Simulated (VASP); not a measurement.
# Cu: single point with PBEsol

Cu:

```
Cu
1.0
     1.21846   -3.97638    0.00000
     1.21846    3.97638    0.00000
     0.00000    0.00000    2.47550
Cu
2
Cartesian
  1.2185 2.9118 0.6189
  1.2185 -2.9118 1.8566
```

| Item | Value |
| --- | --- |
| Program | VASP 6.6.1 |
| Task | single point |
| Functional | PBEsol |
| Potentials or basis | VASP PAW PBE potentials, release 64 (Cu) |
| Cutoff | 520 eV |
| k mesh | 12 × 12 × 12 |
| Occupations | fermi-dirac, width 0.1 eV |
| Spin | no spin polarisation |
| Dipole correction | no |
| Further INCAR settings | ALGO = Normal; EDIFF = 1e-06; NBANDS = 18 |

- Pressure: -0.8 GPa
- Largest force: 0.008 eV/Å
- Band gap on the k mesh: zero (bands 11 and 12 overlap by 5.53 eV)

Forces in eV/Å, atoms in the order of the input:
```
Cu   0.000 -0.008  0.000
Cu   0.000  0.008  0.000
```

Stress tensor (GPa, compression positive):
```
-0.83  0.00  0.00
 0.00 -1.11  0.00
 0.00  0.00 -0.47
```

Levels at points of the mesh, in eV from the Fermi level:
```tsv
k point	band 7	band 8	band 9	band 10	band 11	band 12	band 13	band 14	band 15	band 16
(0.00, 0.00, 0.00)	-2.32	-2.01	-1.82	-1.68	-1.43	-0.08	4.79	14.72	18.37	19.25
(0.50, 0.00, 0.00)	-2.68	-2.49	-2.11	-1.65	-0.48	1.28	2.51	6.87	12.88	15.67
(0.50, 0.50, 0.00)	-2.57	-2.30	-2.28	-1.91	-1.58	-1.51	13.60	15.27	15.54	17.60
(0.00, 0.00, 0.50)	-2.71	-2.71	-1.70	-1.70	-0.01	-0.01	8.18	8.18	9.40	9.40
(0.50, 0.00, 0.50)	-1.81	-1.81	-1.26	-1.26	3.70	3.70	7.47	7.47	9.65	9.65
(0.50, 0.50, 0.50)	-1.98	-1.98	-1.54	-1.54	-0.97	-0.97	3.69	3.69	17.88	17.88
```

Run time: 41 s on 1 thread of Intel(R) Xeon(R) 6975P-C (Granite Rapids), with other jobs on the host, peak memory 0.23 GiB.

Caveat: the PAW data sets were made with another functional, which shifts forces and pressure a little.
